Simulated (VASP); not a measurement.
# Rh (Fm-3m) in VASP: notebook, part 2 of 2

VASP 6.6.1. Earlier steps stand in the parts before.

### 4 Single point, r2SCAN

POSCAR

```
Rh
1.0
    0.0000000000      1.9008071574      1.9008071574
    1.9008071574      0.0000000000      1.9008071574
    1.9008071574      1.9008071574      0.0000000000
Rh
1
Direct
    0.0000000000      0.0000000000      0.0000000000
```

INCAR.step1

```
PREC = Accurate
ENCUT = 680
ISMEAR = -1
SIGMA = 0.1
LREAL = False
LASPH = True
NELM = 120
NBANDS = 14
GGA = PE
ALGO = Normal
EDIFF = 1E-5
LWAVE = True
LCHARG = False
GGA_COMPAT = False
```

INCAR.step2

```
PREC = Accurate
ENCUT = 680
EDIFF = 1E-6
ISMEAR = -1
SIGMA = 0.1
LREAL = False
LASPH = True
NELM = 120
ALGO = Normal
ISIF = 2
LWAVE = False
LCHARG = False
METAGGA = R2SCAN
LMIXTAU = True
NBANDS = 14
ISTART = 1
GGA_COMPAT = False
```

KPOINTS

```
regular mesh
0
Gamma
  14 14 14
```

Potentials or basis: VASP PAW PBE potentials, release 64 (Rh_sv_GW).

The run is started by

```bash
> cat potpaw_PBE.64/Rh_sv_GW/POTCAR > POTCAR
> cp INCAR.step1 INCAR
> mpirun -np 1 vasp_std > vasp.out
> cp INCAR.step2 INCAR
> mpirun -np 1 vasp_std > vasp.out
```

OUTCAR:

```text
PREC = Accurate
   ENCUT = 680
   EDIFF = 1E-6
   ISMEAR = -1
   LREAL = False
   LASPH = True
   NELM = 120
   ISIF = 2
   METAGGA = R2SCAN
   ISTART = 1

 ion  position               nearest neighbor table
   1  0.000  0.000  0.000-

  LATTYP: Found a face centered cubic cell.
 ALAT       =     3.8016143148

  Lattice vectors:

 A1 = (   0.0000000000,   1.9008071574,   1.9008071574)
 A2 = (   1.9008071574,   0.0000000000,   1.9008071574)
[... 585 lines left out ...]
     13      32.2045      0.00000
     14      33.4021      0.00000

 [... further k-points ...]

------------------------ aborting loop because EDIFF is reached ----------------------------------------

  FORCE on cell =-STRESS in cart. coord.  units (eV):
  Direction    XX          YY          ZZ          XY          YZ          ZX
  --------------------------------------------------------------------------------------
  -------------------------------------------------------------------------------------
  Total        0.0050760      0.0050760      0.0050760      0.0000000      0.0000000     -0.0000000
  in kB        0.5920876      0.5920876      0.5920876      0.0000000      0.0000000     -0.0000000
  external PRESSURE =       0.5920876 kB  Pullay stress =       0.0000000 kB

 VOLUME and BASIS-vectors are now :
 -----------------------------------------------------------------------------
  energy-cutoff  :      680.00
  volume of cell :       13.74
      direct lattice vectors                 reciprocal lattice vectors
     0.000000000  1.900807157  1.900807157    -0.263046148  0.263046148  0.263046148
     1.900807157  0.000000000  1.900807157     0.263046148 -0.263046148  0.263046148
     1.900807157  1.900807157  0.000000000     0.263046148  0.263046148 -0.263046148

 POSITION                                       TOTAL-FORCE (eV/Angst)
 -----------------------------------------------------------------------------------
      0.00000      0.00000      0.00000        -0.000000      0.000000      0.000000
 -----------------------------------------------------------------------------------
    total drift:                                0.000000      0.000000      0.000000

  FREE ENERGIE OF THE ION-ELECTRON SYSTEM (eV)
  ---------------------------------------------------
  free  energy   TOTEN  =       -23.3066936972 eV

  energy  without entropy=      -23.2662707597  energy(sigma->0) =      -23.28648223
```

Run time: 37 s. Hardware: 1 thread of Intel Xeon 6975P-C (Granite Rapids), shared host; peak memory 0.17 GiB.

What came out:

* Free energy: -23.3067 eV
* Pressure: 0.1 GPa
* Band gap on the k mesh: zero (an odd number of electrons rules out a gap without spin polarisation)

Levels at points of the mesh, in eV from the Fermi level:
```tsv
k point	band 4	band 5	band 6	band 7	band 8	band 9	band 10	band 11	band 12	band 13
(0.00, 0.00, 0.00)	-47.79	-8.15	-3.16	-3.16	-3.16	-1.06	-1.06	16.47	22.12	22.12
(0.50, 0.00, 0.00)	-47.89	-6.32	-3.27	-3.27	0.60	0.60	0.91	9.12	16.08	22.02
(0.50, 0.50, 0.00)	-48.07	-6.54	-6.16	0.52	1.06	1.06	3.49	12.90	13.97	13.97
```

Caveat: the PAW data sets were made with another functional, which shifts forces and pressure a little.

### 5 Single point, r2SCAN

POSCAR is that of step 4.

INCAR.step1

```
SYSTEM = Rh
PREC = Accurate ; ENCUT = 680
ISMEAR = -1 ; SIGMA = 0.1
LREAL = .FALSE. ; LASPH = .TRUE.
NELM = 120 ; NBANDS = 14
GGA = PE ; ALGO = Normal
EDIFF = 1E-5 ; LWAVE = .TRUE.
LCHARG = .FALSE. ; GGA_COMPAT = .FALSE.
```

INCAR.step2

```
SYSTEM = Rh
PREC = Accurate ; ENCUT = 680
EDIFF = 1E-6 ; ISMEAR = -1
SIGMA = 0.1 ; LREAL = .FALSE.
LASPH = .TRUE. ; NELM = 120
ALGO = Normal ; ISIF = 2
LWAVE = .FALSE. ; LCHARG = .FALSE.
METAGGA = R2SCAN ; LMIXTAU = .TRUE.
NBANDS = 14 ; ISTART = 1
GGA_COMPAT = .FALSE.
```

KPOINTS

```
Automatic mesh
0
G
  21 21 21
  0 0 0
```

The run is started by

```bash
> cat potpaw_PBE.64/Rh_sv_GW/POTCAR > POTCAR
> cp INCAR.step1 INCAR
> mpirun -np 1 vasp_std > vasp.out
> cp INCAR.step2 INCAR
> mpirun -np 1 vasp_std > vasp.out
```

It took 5 min on 1 thread of AMD EPYC 7R13 (Zen 3), shared host; peak memory 0.21 GiB.

It converged, with:

- Free energy: -23.3068 eV
- Pressure: 0.0 GPa
- Band gap on the k mesh: zero (an odd number of electrons rules out a gap without spin polarisation)

Levels at points of the mesh, in eV from the Fermi level:
| k point | band 6 | band 7 | band 8 | band 9 | band 10 | band 11 |
| --- | --- | --- | --- | --- | --- | --- |
| (0.00, 0.00, 0.00) | -3.16 | -3.16 | -3.16 | -1.06 | -1.06 | 16.48 |

Caveat: the PAW data sets were made with another functional, which shifts forces and pressure a little.

### 6 Summary

```tsv
k mesh	smearing	gap on the mesh (eV)	pressure (GPa)
15 × 15 × 15	fermi-dirac 0.1 eV	none	0.0
14 × 14 × 14	methfessel-paxton 1 eV	none	0.6
14 × 14 × 14	fermi-dirac 0.1 eV	none	0.1
21 × 21 × 21	fermi-dirac 0.1 eV	none	0.0
```

Alike in all rows: task single point; level r2SCAN; potentials or basis VASP PAW PBE potentials, release 64 (Rh_sv_GW); no spin polarisation; cell as given; cutoff (eV) 680.

Caveats: the PAW data sets were made with another functional, which shifts forces and pressure a little; so wide a smearing shifts energies and pressures (at least some runs).

Total energies depend on the potentials used, so only differences within one code and one set of settings carry meaning.
